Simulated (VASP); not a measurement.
# KMgF3 (P4/mmm) in VASP: notebook, part 2 of 2

VASP 6.6.1. The steps go on from the part before.

## 5. Single point, PBEsol

This run uses another cell than the first one, of the same volume but with other edges.

INCAR reads:

```
PREC     = Accurate       # precision mode
ENCUT    = 520            # plane-wave cutoff, eV
EDIFF    = 1E-7           # SCF threshold, eV
ISMEAR   = 0              # smearing method
SIGMA    = 0.05           # smearing width, eV
LREAL    = F              # projectors in reciprocal space
LASPH    = T              # aspherical terms in the spheres
NELM     = 100            # most SCF steps
ALGO     = Normal         # electronic algorithm
ISIF     = 2              # what is computed and relaxed
LWAVE    = F              # write WAVECAR
LCHARG   = T              # write CHGCAR
GGA      = PS             # functional
LELF     = T              # ELF
LVHAR    = T            
NBANDS   = 24             # bands
```

KPOINTS reads:

```
regular mesh
0
Gamma
  6 6 6
```

POSCAR reads:

```
KMgF3
1.0
    4.6013854321      0.0000000000      0.0000000000
    0.0000000000      4.6013854321      0.0000000000
    0.0000000000      0.0000000000      2.9909005308
K Mg F
1 1 3
Direct
    0.5000000000      0.5000000000      0.5000000000
    0.0000000000      0.0000000000      0.0000000000
    0.5000000000      0.0000000000      0.0000000000
    0.0000000000      0.5000000000      0.0000000000
    0.0000000000      0.0000000000      0.5000000000
```

Potentials or basis: VASP PAW PBE potentials, release 64 (K_sv, Mg, F).

Run with:

```console
$ cat potpaw_PBE.64/K_sv/POTCAR potpaw_PBE.64/Mg/POTCAR potpaw_PBE.64/F/POTCAR > POTCAR
$ mpirun -np 1 vasp_std > vasp.out
```

OUTCAR:

```text
PREC = Accurate
   ENCUT = 520
   EDIFF = 1E-7
   ISMEAR = 0
   LREAL = F
   LASPH = T
   NELM = 100
   ISIF = 2
   GGA = PS

 ion  position               nearest neighbor table
   1  0.500  0.500  0.500-   3 2.74   4 2.74   3 2.74   4 2.74   3 2.74   3 2.74   4 2.74   4 2.74
                             2 3.58   2 3.58   2 3.58   2 3.58   2 3.58   2 3.58   2 3.58   2 3.58
   2  0.000  0.000  0.000-   5 1.50   5 1.50   3 2.30   4 2.30   4 2.30   3 2.30   1 3.58   1 3.58
                             1 3.58   1 3.58   1 3.58   1 3.58   1 3.58   1 3.58
   3  0.500  0.000  0.000-   2 2.30   2 2.30   1 2.74   1 2.74   1 2.74   1 2.74
   4  0.000  0.500  0.000-   2 2.30   2 2.30   1 2.74   1 2.74   1 2.74   1 2.74
   5  0.000  0.000  0.500-   2 1.50   2 1.50

  LATTYP: Found a simple tetragonal cell.
 ALAT       =     4.6013854321
 C/A-ratio  =     0.6500000000

  Lattice vectors:

 A1 = (   4.6013854321,   0.0000000000,   0.0000000000)
 A2 = (   0.0000000000,   4.6013854321,   0.0000000000)
 A3 = (   0.0000000000,   0.0000000000,   2.9909005308)

Analysis of symmetry for initial positions (statically):
=====================================================================
 Subroutine PRICEL returns:
 Original cell was already a primitive cell.

 Routine SETGRP: Setting up the symmetry group for a
 simple tetragonal supercell.

 Subroutine GETGRP returns: Found 16 space group operations
 (whereof 16 operations were pure point group operations)
 out of a pool of 16 trial point group operations.

The static configuration has the point symmetry D_4h.

Analysis of symmetry for dynamics (positions and initial velocities):
=====================================================================
 Subroutine PRICEL returns:
 Original cell was already a primitive cell.
[... 131 lines left out ...]
   IALGO  =     38    algorithm
   IMIX   =      4    mixing-type and parameters
     AMIX     =   0.40;   BMIX     =  1.00
     AMIX_MAG =   1.60;   BMIX_MAG =  1.00
  volume/ion in A,a.u.               =      12.67        85.47
  Fermi-wavevector in a.u.,A,eV,Ry     =   1.303962  2.464132 23.134232  1.700318
  Thomas-Fermi vector in A             =   2.434930
   LORBIT       =      0    0 simple, 1 ext, 2 COOP (PROOUT), +10 PAW based schemes
   GGA     = PS    functional components
   LHFCALC =     F    Hartree Fock is set to
   AEXX    =    0.0000 exact exchange contribution
   IVDW    =     0    specifies the selected vdW correction
   LEPSILON=     F    determine dielectric tensor
   LRPA    =     F    only Hartree local field effects (RPA)
 non-spin polarized calculation
 Gauss-broadening in eV      SIGMA  =   0.05
  energy-cutoff  :      520.00
  volume of cell :       63.33
 maximum number of plane-waves:      1724
 NGX is ok and might be reduce to    36

 number of electron      32.0000033 magnetization

 Free energy of the ion-electron system (eV)
  ---------------------------------------------------
  ext. energy  EPLUGINS =         0.00000000
  ---------------------------------------------------
  free energy    TOTEN  =       -20.49845536 eV

  energy without entropy =      -20.49845536  energy(sigma->0) =      -20.49845536

 E-fermi :  -0.9113     XC(G=0):  -9.8739

 val. band max:       -1.1215226268   @ k =   0.0000   0.0000   0.0000
 cond. band min:       5.0468619332   @ k =   0.0000   0.0000   0.0000
 fundamental gap:      6.1683845600
 Fermi energy:        -0.9112929651

 k-point     1 :       0.0000    0.0000    0.0000
  band No.  band energies     occupation
      1     -27.5737      2.00000
      2     -23.7478      2.00000
      3     -20.4217      2.00000
      4     -20.3535      2.00000
      5     -11.1671      2.00000
      6     -11.1671      2.00000
[... 637 lines left out ...]
     23      11.4356      0.00000
     24      13.7236      0.00000

 [... further k-points ...]

------------------------ aborting loop because EDIFF is reached ----------------------------------------

  FORCE on cell =-STRESS in cart. coord.  units (eV):
  Direction    XX          YY          ZZ          XY          YZ          ZX
  --------------------------------------------------------------------------------------
  -------------------------------------------------------------------------------------
  Total       -3.3649348     -3.3649348     43.1080829      0.0000000     -0.0000000      0.0000000
  in kB      -85.1349792    -85.1349792   1090.6617831      0.0000000     -0.0000000      0.0000000
  external PRESSURE =     306.7972749 kB  Pullay stress =       0.0000000 kB

 VOLUME and BASIS-vectors are now :
 -----------------------------------------------------------------------------
  energy-cutoff  :      520.00
  volume of cell :       63.33
      direct lattice vectors                 reciprocal lattice vectors
     4.601385432  0.000000000  0.000000000     0.217325850  0.000000000  0.000000000
     0.000000000  4.601385432  0.000000000     0.000000000  0.217325850  0.000000000
     0.000000000  0.000000000  2.990900531     0.000000000  0.000000000  0.334347461

 POSITION                                       TOTAL-FORCE (eV/Angst)
 -----------------------------------------------------------------------------------
      2.30069      2.30069      1.49545         0.000000      0.000000      0.000000
      0.00000      0.00000      0.00000         0.000000      0.000000      0.000000
      2.30069      0.00000      0.00000         0.000000      0.000000      0.000000
      0.00000      2.30069      0.00000         0.000000      0.000000      0.000000
      0.00000      0.00000      1.49545         0.000000      0.000000      0.000000
 -----------------------------------------------------------------------------------
    total drift:                                0.000000      0.000000     -0.000000

  FREE ENERGIE OF THE ION-ELECTRON SYSTEM (eV)
  ---------------------------------------------------
  free  energy   TOTEN  =       -20.4984553635 eV

  energy  without entropy=      -20.4984553635  energy(sigma->0) =      -20.49845536
```

Wall time 99 s (1 thread of Intel Xeon 8259CL, shared host); peak memory 0.21 GiB.

Results:

```yaml
Free_energy: -20.4985 eV
Pressure: 30.7 GPa
Band_gap_on_the_k_mesh: 6.17 eV
```

Stress tensor (GPa, compression positive):
```
 -8.51   0.00   0.00
  0.00  -8.51   0.00
  0.00   0.00 109.07
```

Levels at points of the mesh, in eV from the valence-band top:
```
           k point  band 13  band 14  band 15  band 16  band 17  band 18  band 19  band 20
(0.00, 0.00, 0.00)    -0.59    -0.59    -0.02     0.00     6.17     8.66     9.43    10.47
(0.50, 0.00, 0.00)    -0.84    -0.79    -0.07    -0.06     8.44     8.77     9.62    10.31
(0.50, 0.50, 0.00)    -1.06    -0.72    -0.12    -0.12     9.16     9.37    10.62    10.62
(0.00, 0.00, 0.50)    -1.52    -1.28    -0.77    -0.77    10.07    10.86    10.86    10.92
(0.50, 0.00, 0.50)    -1.13    -1.10    -0.94    -0.75     9.19    10.70    11.47    11.85
(0.50, 0.50, 0.50)    -0.88    -0.73    -0.73    -0.47     8.87     8.87     9.87    11.48
```

Caveat: the stress differs along the axes, from -9 to 109 GPa; the PAW data sets were made with another functional, which shifts forces and pressure a little.

## 6. Single point, PBEsol

This run uses another cell than the first one, of the same volume but with other edges.

INCAR reads:

```
SYSTEM = KMgF3
PREC = Accurate ; ENCUT = 520
EDIFF = 1E-7 ; ISMEAR = 0
SIGMA = 0.05 ; LREAL = .False.
LASPH = .True. ; NELM = 100
ALGO = Normal ; ISIF = 2
LWAVE = .False. ; LCHARG = .False.
GGA = PS ; NBANDS = 24
```

KPOINTS reads:

```
Automatic mesh
0
Gamma
  6 6 6
  0 0 0
```

POSCAR: that of step 5 with these lines changed.

```diff
@@ -2,5 +2,5 @@
 1.0
-    4.6013854321      0.0000000000      0.0000000000
-    0.0000000000      4.6013854321      0.0000000000
-    0.0000000000      0.0000000000      2.9909005308
+    3.4820043744      0.0000000000      0.0000000000
+    0.0000000000      3.4820043744      0.0000000000
+    0.0000000000      0.0000000000      5.2230065616
 K Mg F
```

Potentials or basis: VASP PAW PBE potentials, release 64 (K_sv, Mg, F).

Run with:

```console
$ cat potpaw_PBE.64/K_sv/POTCAR potpaw_PBE.64/Mg/POTCAR potpaw_PBE.64/F/POTCAR > POTCAR
$ mpirun -np 1 vasp_std > vasp.out
```

Wall time 1.8 min (1 thread of Intel Xeon 8259CL, shared host); peak memory 0.21 GiB.

It converged, with:

| Property | Result |
| --- | --- |
| Free energy | -23.3105 eV |
| Pressure | 19.4 GPa |
| Band gap on the k mesh | 6.24 eV (least direct gap 6.62 eV) |

Stress tensor (GPa, compression positive):
```
32.49  0.00  0.00
 0.00 32.49  0.00
 0.00  0.00 -6.80
```

Levels at points of the mesh, in eV from the valence-band top:
| k point | band 13 | band 14 | band 15 | band 16 | band 17 | band 18 | band 19 | band 20 |
| --- | --- | --- | --- | --- | --- | --- | --- | --- |
| (0.00, 0.00, 0.00) | -0.82 | -0.72 | -0.38 | -0.38 | 6.24 | 9.02 | 10.76 | 11.83 |
| (0.50, 0.00, 0.00) | -1.73 | -1.30 | -0.98 | -0.80 | 9.54 | 9.61 | 10.33 | 11.64 |
| (0.50, 0.50, 0.00) | -1.15 | -0.40 | -0.40 | 0.00 | 10.41 | 10.41 | 10.70 | 11.70 |
| (0.00, 0.00, 0.50) | -0.82 | -0.82 | -0.40 | -0.40 | 8.67 | 8.73 | 9.26 | 11.72 |
| (0.50, 0.00, 0.50) | -1.75 | -1.18 | -1.05 | -1.01 | 9.40 | 10.60 | 10.66 | 11.52 |
| (0.50, 0.50, 0.50) | -1.00 | -0.32 | -0.32 | 0.00 | 9.32 | 9.32 | 9.88 | 11.01 |

Caveat: the stress differs along the axes, from -7 to 32 GPa; the PAW data sets were made with another functional, which shifts forces and pressure a little. A k mesh can miss the band edges.

## 7. Summary

```tsv
cell	gap on the mesh (eV)	pressure (GPa)
a = 3.652, b = 3.652, c = 4.748 Å, 5 atoms	6.72	7.9
a = 4.098, b = 4.098, c = 3.770 Å, 5 atoms	7.09	0.8
a = 3.861, b = 3.861, c = 4.247 Å, 5 atoms	7.04	1.0
a = 4.601, b = 4.601, c = 2.991 Å, 5 atoms	6.17	30.7
a = 3.482, b = 3.482, c = 5.223 Å, 5 atoms	6.24	19.4
```

Alike in all rows: task single point; level PBEsol; potentials or basis VASP PAW PBE potentials, release 64 (K_sv, Mg, F); no spin polarisation; k mesh 6 × 6 × 6; cutoff (eV) 520; smearing gaussian 0.05 eV.

Caveats: the PAW data sets were made with another functional, which shifts forces and pressure a little; the stress differs along the axes, from -7 to 16 GPa (at least some runs); the stress differs along the axes, from -2 to 7 GPa (at least some runs); the stress differs along the axes, from -5 to 4 GPa (at least some runs); the stress differs along the axes, from -9 to 109 GPa (at least some runs); the stress differs along the axes, from -7 to 32 GPa (at least some runs).

Total energies depend on the potentials used, so only differences within one code and one set of settings carry meaning.
